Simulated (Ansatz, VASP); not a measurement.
**Two plane-wave programs on AlN**

INCAR

```
PREC = Accurate
ENCUT = 520
EDIFF = 1E-7
ISMEAR = -1
SIGMA = 0.02
LREAL = False
LASPH = True
NELM = 60
ALGO = Normal
ISIF = 2
LWAVE = False
LCHARG = True
GGA = PE
LELF = True
LVHAR = True
NBANDS = 16
```

Contents of KPOINTS:

```
regular mesh
0
Gamma
  12 12 6
```

POSCAR

```
AlN
1.0
    2.8107568602      0.0000000000      0.0000000000
   -1.4053784301      2.4341868448      0.0000000000
    0.0000000000      0.0000000000      4.8032509557
Al N
2 2
Direct
    0.0000000000      0.0000000000      0.0000000000
    0.0000000000      0.0000000000      0.5000000000
    0.3333333333      0.6666666667      0.2500000000
    0.6666666667      0.3333333333      0.7500000000
```

Input for Ansatz:

```yaml
crystal:
  lattice:
    - [2.8107568602, 0.0, 0.0]
    - [-1.4053784301, 2.4341868448, 0.0]
    - [0.0, 0.0, 4.8032509557]
  atoms:
    - { symbol: Al, position: [0.0, 0.0, 0.0] }
    - { symbol: Al, position: [0.0, 0.0, 0.5] }
    - { symbol: "N", position: [0.3333333333, 0.6666666667, 0.25] }
    - { symbol: "N", position: [0.6666666667, 0.3333333333, 0.75] }
kpoints:
  mp_grid: { grid: [12, 12, 6] }
  band_path:
    path:
      - [0.0, 0.0, 0.0]
      - [0.5, 0.0, 0.0]
      - [0.3333333333, 0.3333333333, 0.0]
      - [0.0, 0.0, 0.5]
      - [0.5, 0.0, 0.5]
      - [0.3333333333, 0.3333333333, 0.5]
      - [0.0, -0.5, 0.317708]
    npoints: 1
hamiltonian:
  xc: pbe
scf:
  occupations: { method: fermi_dirac, width: 0.02 }
  n_extra_bands: 5
output:
  forces: true
  stress: true
  eigenvalues: true
  write_density: true
  write_potential: true
  elf: true
  volumetric_format: npy
```

Change from the starting cell: hydrostatic strain -0.8%.

Alike in both runs: task single point; functional PBE; k mesh 12 × 12 × 6; occupations fermi-dirac, width 0.02 eV; no spin polarisation.

```csv
,VASP,Ansatz
version,VASP 6.6.1,Ansatz 0.2.0
potentials or method,"VASP PAW PBE potentials, release 64 (Al, N)","plane waves, PAW"
plane-wave cutoff (eV),520,420
valence electrons in the cell,16,16
```

VASP gave:

```
gap on the k mesh at the Fermi level (eV)                     : 5.08
pressure (GPa)                                                : 12.5
traceless stress, the component that is largest in VASP (GPa) : 1.70
```

Question: What did Ansatz give for the same quantities?

Answer: gap on the k mesh at the Fermi level (eV): 5.09; pressure (GPa): 12.8; traceless stress, the component that is largest in VASP (GPa): 1.79.

With one functional, cell and mesh, what is left measures potentials, basis and numerics.
